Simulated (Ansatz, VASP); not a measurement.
## One calculation of Cl, two programs

The input INCAR:

```
SYSTEM = Cl
  PREC = Accurate
  ENCUT = 520
  EDIFF = 1E-7
  ISMEAR = -1
  SIGMA = 0.08
  LREAL = .False.
  LASPH = .True.
  NELM = 60
  ALGO = Normal
  ISIF = 2
  LWAVE = .False.
  LCHARG = .False.
  GGA = CA
  NBANDS = 10
```

Contents of KPOINTS:

```
Automatic mesh
0
Gamma
  15 15 15
  0 0 0
```

The input POSCAR:

```
Cl
1.0
    2.5276397452      0.0000000000      0.0000000000
    0.0000000000      2.5276397452      0.0000000000
    0.0000000000      0.0000000000      2.5276397452
Cl
1
Direct
    0.0000000000      0.0000000000      0.0000000000
```

Input for Ansatz:

```yaml
crystal:
  lattice:
    - [2.5276397452, 0.0, 0.0]
    - [0.0, 2.5276397452, 0.0]
    - [0.0, 0.0, 2.5276397452]
  atoms:
    - { symbol: Cl, position: [0.0, 0.0, 0.0] }
kpoints:
  mp_grid: { grid: [15, 15, 15] }
scf:
  occupations: { method: fermi_dirac, width: 0.08 }
hamiltonian:
  xc: lda
  pseudopotentials: { kind: all_electron, lapw: { basis_error: 0.001 } }
output:
  forces: true
  stress: true
  eigenvalues: true
  populations: true
```

Change from the starting cell: volume scaled by 0.78, LAPW.

Alike in both runs: task single point; functional LDA; k mesh 15 × 15 × 15; occupations fermi-dirac, width 0.08 eV; no spin polarisation.

|  | VASP | Ansatz |
| --- | --- | --- |
| version | VASP 6.6.1 | Ansatz 0.2.0 |
| potentials or method | VASP PAW LDA potentials, release 64 (Cl), cutoff 520 eV | all-electron LAPW, scalar-relativistic |

|  | VASP | Ansatz | Ansatz less VASP |
| --- | --- | --- | --- |
| pressure (GPa) | 24.3 | 24.4 | +0.05 |

LDA's correlation is that of Perdew and Zunger in VASP and of Perdew and Wang (1992) in Ansatz. Ansatz ran all-electron here, and VASP with PAW potentials.
